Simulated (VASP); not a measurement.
# W in VASP: a series of runs

The runs below take W through single point, with PBEsol.

All numbers are computed with VASP 6.6.1; they aren't measurements. Logs are shortened: lines on timing, memory, paths and dates and some standing lists are left out, and cuts for length are marked.

## 1. The cell of the first run

It takes space group Fm-3m (No. 225, cubic). Conventional cell: a = 4.182 Å, b = 4.182 Å, c = 4.182 Å, α = 90.00°, β = 90.00°, γ = 90.00°. W (site symmetry m-3m) has 12 W at 2.96 Å within 3.9 Å.

## 2. Single point, PBEsol (strain +0.030 along x and y, +0.030 along z)

The input, INCAR:

```
SYSTEM = W
ALGO = Normal ; EDIFF = 1E-6
ENCUT = 520 ; GGA = PS
ISIF = 2 ; ISMEAR = 0
LASPH = .True. ; LCHARG = .False.
LREAL = .False. ; LWAVE = .False.
NBANDS = 13 ; NELM = 60
PREC = Accurate ; SIGMA = 0.15
```

The input, KPOINTS:

```
k-points
0
Gamma
  20 20 20
  0 0 0
```

The input, POSCAR:

```
W
1.0
    0.0000000000      2.0909000000      2.0909000000
    2.0909000000      0.0000000000      2.0909000000
    2.0909000000      2.0909000000      0.0000000000
W
1
Direct
    0.0000000000      0.0000000000      0.0000000000
```

Potentials or basis: VASP PAW PBE potentials, release 64 (W_sv).

Run with:

```bash
> cat potpaw_PBE.64/W_sv/POTCAR > POTCAR
> mpirun -np 1 vasp_std > vasp.out
```

OUTCAR:

```text
SYSTEM = W
   EDIFF = 1E-6
   ENCUT = 520
   GGA = PS
   ISIF = 2
   ISMEAR = 0
   LASPH = .True.
   LREAL = .False.
   NELM = 60
   PREC = Accurate

 ion  position               nearest neighbor table
   1  0.000  0.000  0.000-

  LATTYP: Found a face centered cubic cell.
 ALAT       =     4.1818000000

  Lattice vectors:

 A1 = (   0.0000000000,   2.0909000000,   2.0909000000)
 A2 = (   2.0909000000,   0.0000000000,   2.0909000000)
 A3 = (   2.0909000000,   2.0909000000,   0.0000000000)

Analysis of symmetry for initial positions (statically):
=====================================================================
 Subroutine PRICEL returns:
 Original cell was already a primitive cell.

 Routine SETGRP: Setting up the symmetry group for a
 face centered cubic supercell.

 Subroutine GETGRP returns: Found 48 space group operations
 (whereof 48 operations were pure point group operations)
 out of a pool of 48 trial point group operations.

The static configuration has the point symmetry O_h .

Analysis of symmetry for dynamics (positions and initial velocities):
=====================================================================
 Subroutine PRICEL returns:
 Original cell was already a primitive cell.

 Routine SETGRP: Setting up the symmetry group for a
 face centered cubic supercell.

 Subroutine GETGRP returns: Found 48 space group operations
 (whereof 48 operations were pure point group operations)
 out of a pool of 48 trial point group operations.

The dynamic configuration has the point symmetry O_h .

 Subroutine INISYM returns: Found 48 space group operations
 (whereof 48 operations are pure point group operations),
 and found     1 'primitive' translations

----------------------------------------------------------------------------------------

                                     Primitive cell

  volume of cell :      18.2823

  direct lattice vectors                    reciprocal lattice vectors
     0.000000000  2.090900000  2.090900000    -0.239131474  0.239131474  0.239131474
     2.090900000  0.000000000  2.090900000     0.239131474 -0.239131474  0.239131474
     2.090900000  2.090900000  0.000000000     0.239131474  0.239131474 -0.239131474

  length of vectors
     2.956979138  2.956979138  2.956979138     0.414187863  0.414187863  0.414187863

  position of ions in fractional coordinates (direct lattice)
     0.000000000  0.000000000  0.000000000

  ion indices of the primitive-cell ions
   primitive index   ion index
[... 76 lines left out ...]
   NSW    =      0    number of steps for IOM
   IBRION =     -1    ionic relax: 0-MD 1-quasi-New 2-CG
   NFREE  =      0    steps in history (QN), initial steepest desc. (CG)
   ISIF   =      2    stress and relaxation
   ISYM   =      2    0-nonsym 1-usesym 2-fastsym
   POTIM  = 0.5000    time-step for ionic-motion
   TEBEG  =    0.0;   TEEND  =   0.0 temperature during run
   PSTRESS=    0.0 pullay stress
   NELECT =      14.0000    total number of electrons
   NUPDOWN=      -1.0000    fix difference up-down
   EMIN   =  10.00;   EMAX   =-10.00  energy-range for DOS
   EFERMI =   0.00;   METHOD = LEGACY
   ISMEAR =     0;   SIGMA  =   0.15  broadening in eV -4-tet -1-fermi 0-gaus
   EFERMI_NEDOS =   21; number of points for ismear=-14 and -15
   IALGO  =     38    algorithm
   IMIX   =      4    mixing-type and parameters
     AMIX     =   0.40;   BMIX     =  1.00
     AMIX_MAG =   1.60;   BMIX_MAG =  1.00
  volume/ion in A,a.u.               =      18.28       123.37
  Fermi-wavevector in a.u.,A,eV,Ry     =   1.497755  2.830347 30.521561  2.243271
  Thomas-Fermi vector in A             =   2.609602
   LORBIT       =      0    0 simple, 1 ext, 2 COOP (PROOUT), +10 PAW based schemes
   GGA     = PS    functional components
   LHFCALC =     F    Hartree Fock is set to
   AEXX    =    0.0000 exact exchange contribution
   IVDW    =     0    specifies the selected vdW correction
   LEPSILON=     F    determine dielectric tensor
   LRPA    =     F    only Hartree local field effects (RPA)
 non-spin polarized calculation
 Gauss-broadening in eV      SIGMA  =   0.15
  energy-cutoff  :      520.00
  volume of cell :       18.28
 maximum number of plane-waves:       531
 NGX is ok and might be reduce to    24
   NGX = 11   NGY = 11   NGZ = 11

 number of electron      14.0000001 magnetization

 Free energy of the ion-electron system (eV)
  ---------------------------------------------------
  ext. energy  EPLUGINS =         0.00000000
  ---------------------------------------------------
  free energy    TOTEN  =       -13.07439263 eV

  energy without entropy =      -13.05710980  energy(sigma->0) =      -13.06575121

 E-fermi :   8.9046     XC(G=0): -12.9644

 val. band max:        8.9015407456   @ k =  -0.4500   0.1000   0.0000
 cond. band min:       8.9062038156   @ k =  -0.4500   0.1500   0.0000
 fundamental gap:      0.0046630700
 Fermi energy:         8.9046383891

 k-point     1 :       0.0000    0.0000    0.0000
  band No.  band energies     occupation
      1     -64.9587      2.00000
      2     -28.6951      2.00000
      3     -28.6951      2.00000
      4     -28.6951      2.00000
      5       0.4709      2.00000
      6       8.4519      1.99998
      7       8.4519      1.99998
      8       8.4519      1.99998
      9      11.1110      0.00000
     10      11.1110      0.00000
     11      21.5774      0.00000
     12      26.2347      0.00000
     13      26.2347      0.00000
[... 354 lines left out ...]
  band No.  band energies     occupation
      1     -64.9041      2.00000
      2     -29.3575      2.00000
      3     -28.8078      2.00000
      4     -28.7813      2.00000
      5       3.6809      2.00000
      6       8.0205      2.00000
      7       8.4236      1.99999
      8       8.5416      1.99938
      9      12.0731      0.00000
     10      12.8007      0.00000
     11      19.4346      0.00000
     12      22.6148      0.00000
     13      27.4707      0.00000

 [... further k-points ...]
[... 5 lines left out ...]
  --------------------------------------------------------------------------------------
  -------------------------------------------------------------------------------------
  Total       -3.4769138     -3.4769138     -3.4769138      0.0000000      0.0000000     -0.0000000
  in kB     -304.7015946   -304.7015946   -304.7015946      0.0000000      0.0000000     -0.0000000
  external PRESSURE =    -304.7015946 kB  Pullay stress =       0.0000000 kB

 VOLUME and BASIS-vectors are now :
 -----------------------------------------------------------------------------
  energy-cutoff  :      520.00
  volume of cell :       18.28
      direct lattice vectors                 reciprocal lattice vectors
     0.000000000  2.090900000  2.090900000    -0.239131474  0.239131474  0.239131474
     2.090900000  0.000000000  2.090900000     0.239131474 -0.239131474  0.239131474
     2.090900000  2.090900000  0.000000000     0.239131474  0.239131474 -0.239131474

 POSITION                                       TOTAL-FORCE (eV/Angst)
 -----------------------------------------------------------------------------------
      0.00000      0.00000      0.00000         0.000000      0.000000      0.000000
 -----------------------------------------------------------------------------------
    total drift:                               -0.000000      0.000000      0.000000

  FREE ENERGIE OF THE ION-ELECTRON SYSTEM (eV)
  ---------------------------------------------------
  free  energy   TOTEN  =       -13.0743926315 eV

  energy  without entropy=      -13.0571097964  energy(sigma->0) =      -13.06575121
```

stdout:

```text
POSCAR found type information on POSCAR W
 POSCAR found :  1 types and       1 ions
 scaLAPACK will be used
 -----------------------------------------------------------------------------
|                                                                             |
|                                                                             |
|     You enforced a specific xc type in the INCAR file but a different       |
|     I HOPE YOU KNOW WHAT YOU ARE DOING!                                     |
|                                                                             |
 -----------------------------------------------------------------------------

 LDA part: xc-table for (Slater+PW92), standard interpolation
 POSCAR, INCAR and KPOINTS ok, starting setup
 FFT: planning ... GRIDC
 FFT: planning ... GRID_SOFT
 FFT: planning ... GRID
 WAVECAR not read
 entering main loop
```

It took 26 s on 1 thread of Intel Xeon Platinum 8259CL at 2.50GHz (Skylake/Cascade Lake), shared host; peak memory 0.19 GiB.

Results:

- Free energy: -13.0744 eV
- Pressure: -30.5 GPa
- Band gap on the k mesh: zero (band 7 reaches 11.45 eV, above the bottom of band 8 at 8.45 eV)

Levels at points of the mesh, in eV from the Fermi level:
```tsv
k point	band 3	band 4	band 5	band 6	band 7	band 8	band 9	band 10	band 11	band 12
(0.00, 0.00, 0.00)	-37.60	-37.60	-8.43	-0.45	-0.45	-0.45	2.21	2.21	12.67	17.33
(0.50, 0.00, 0.00)	-37.71	-37.71	-5.05	-0.64	-0.64	0.39	4.32	4.32	8.75	12.27
(0.50, 0.50, 0.00)	-37.89	-37.89	-4.79	-3.89	2.54	4.28	4.94	4.94	10.86	10.86
```

Caveat: the cell differs from its parent crystal (strain +0.030 along x and y, +0.030 along z); the PAW data sets were made with another functional, which shifts forces and pressure a little; spin-orbit coupling is left out, which moves the levels of the heavy elements.

## 3. Single point, PBEsol (strain -0.015 along x and y, +0.030 along z)

The input, INCAR:

```
PREC = Accurate
ENCUT = 520
EDIFF = 1E-6
ISMEAR = 0
SIGMA = 0.15
LREAL = False
LASPH = True
NELM = 100
ALGO = Fast
ISIF = 2
LWAVE = False
LCHARG = False
GGA = PS
NBANDS = 13
```

The input, KPOINTS:

```
regular mesh
0
Gamma
  20 20 20
```

The input, POSCAR:

```
W
1.0
    0.0000000000      1.9995500000      2.0909000000
    1.9995500000      0.0000000000      2.0909000000
    1.9995500000      1.9995500000      0.0000000000
W
1
Direct
    0.0000000000      0.0000000000      0.0000000000
```

Potentials or basis: VASP PAW PBE potentials, release 64 (W_sv).

Run with:

```bash
> cat potpaw_PBE.64/W_sv/POTCAR > POTCAR
> mpirun -np 1 vasp_std > vasp.out
```

Wall time 78 s (1 thread of Intel Xeon Platinum 8259CL at 2.50GHz (Skylake/Cascade Lake), shared host); peak memory 0.25 GiB.

The run converged. Its results:

| Quantity | Value |
| --- | --- |
| Free energy | -13.3068 eV |
| Pressure | -12.1 GPa |
| Band gap on the k mesh | zero (band 7 reaches 13.32 eV, above the bottom of band 8 at 9.62 eV) |

Stress tensor (GPa, compression positive):
```
-15.44   0.00   0.00
  0.00 -15.44   0.00
  0.00   0.00  -5.40
```

Levels at points of the mesh, in eV from the Fermi level:
```
           k point  band 5  band 6  band 7  band 8  band 9  band 10
(0.00, 0.00, 0.00)   -8.96   -0.98   -0.39   -0.39    1.97     2.86
(0.50, 0.00, 0.00)   -5.56   -1.13   -0.49    0.55    4.68     5.03
(0.50, 0.50, 0.00)   -5.46   -4.39    2.34    4.88    5.53     5.53
(0.50, 0.00, 0.50)   -5.41   -4.48    3.20    4.74    5.22     5.94
```

Caveat: the cell differs from its parent crystal (strain -0.015 along x and y, +0.030 along z); the PAW data sets were made with another functional, which shifts forces and pressure a little; spin-orbit coupling is left out, which moves the levels of the heavy elements.

## 4. Single point, PBEsol (strain +0.000 along x and y, +0.015 along z)

The input, INCAR:

```
ALGO     = Fast           # electronic algorithm
EDIFF    = 1E-7           # SCF threshold, eV
ENCUT    = 520            # plane-wave cutoff, eV
GGA      = PS             # functional
ISIF     = 2              # what is computed and relaxed
ISMEAR   = 0              # smearing method
LASPH    = True           # aspherical terms in the spheres
LCHARG   = False          # write CHGCAR
LREAL    = False          # projectors in reciprocal space
LWAVE    = False          # write WAVECAR
NBANDS   = 13             # bands
NELM     = 60             # most SCF steps
PREC     = Accurate       # precision mode
SIGMA    = 0.15           # smearing width, eV
```

The input, KPOINTS:

```
k-points
0
Gamma
  20 20 20
```

The input, POSCAR:

```
W
1.0
    0.0000000000      2.0300000000      2.0604500000
    2.0300000000      0.0000000000      2.0604500000
    2.0300000000      2.0300000000      0.0000000000
W
1
Direct
    0.0000000000      0.0000000000      0.0000000000
```

Run with:

```bash
> cat potpaw_PBE.64/W_sv/POTCAR > POTCAR
> mpirun -np 1 vasp_std > vasp.out
```

Run time: 1.7 min. Hardware: 1 thread of Intel Xeon Platinum 8259CL at 2.50GHz (Skylake/Cascade Lake), shared host; peak memory 0.25 GiB.

Results (log left out):

```
Free energy            : -13.2679 eV
Pressure               : -15.7 GPa
Band gap on the k mesh : zero (band 7 reaches 12.84 eV, above the bottom of band 8 at 9.40 eV)
```

Stress tensor (GPa, compression positive):
```
-17.27   0.00   0.00
  0.00 -17.27   0.00
  0.00   0.00 -12.67
```

Levels at points of the mesh, in eV from the Fermi level:
| k point | band 4 | band 5 | band 6 | band 7 | band 8 | band 9 | band 10 | band 11 |
| --- | --- | --- | --- | --- | --- | --- | --- | --- |
| (0.00, 0.00, 0.00) | -37.37 | -8.83 | -0.65 | -0.46 | -0.46 | 2.30 | 2.58 | 12.78 |
| (0.50, 0.00, 0.00) | -37.50 | -5.43 | -0.85 | -0.63 | 0.55 | 4.74 | 4.87 | 9.77 |
| (0.50, 0.50, 0.00) | -37.72 | -5.28 | -4.29 | 2.69 | 4.78 | 5.49 | 5.49 | 11.60 |
| (0.50, 0.00, 0.50) | -37.75 | -5.26 | -4.32 | 2.98 | 4.75 | 5.40 | 5.62 | 11.27 |

Caveat: the cell differs from its parent crystal (strain +0.000 along x and y, +0.015 along z); the PAW data sets were made with another functional, which shifts forces and pressure a little; spin-orbit coupling is left out, which moves the levels of the heavy elements.

## 5. Overview

| cell | gap on the mesh (eV) | pressure (GPa) |
| --- | --- | --- |
| a = 2.957 Å, angles 60.0°, 1 atom | none | -30.5 |
| a = 2.893, b = 2.893, c = 2.828 Å, angles 60.7, 60.7, 58.5°, 1 atom | none | -12.1 |
| a = 2.892, b = 2.892, c = 2.871 Å, angles 60.2, 60.2, 59.5°, 1 atom | none | -15.7 |

Alike in all rows: task single point; level PBEsol; potentials or basis VASP PAW PBE potentials, release 64 (W_sv); no spin polarisation; k mesh 20 × 20 × 20; cutoff (eV) 520; smearing gaussian 0.15 eV.

Caveats: the PAW data sets were made with another functional, which shifts forces and pressure a little; spin-orbit coupling is left out, which moves the levels of the heavy elements.

Absolute energies hang on the potentials; compare differences alone.
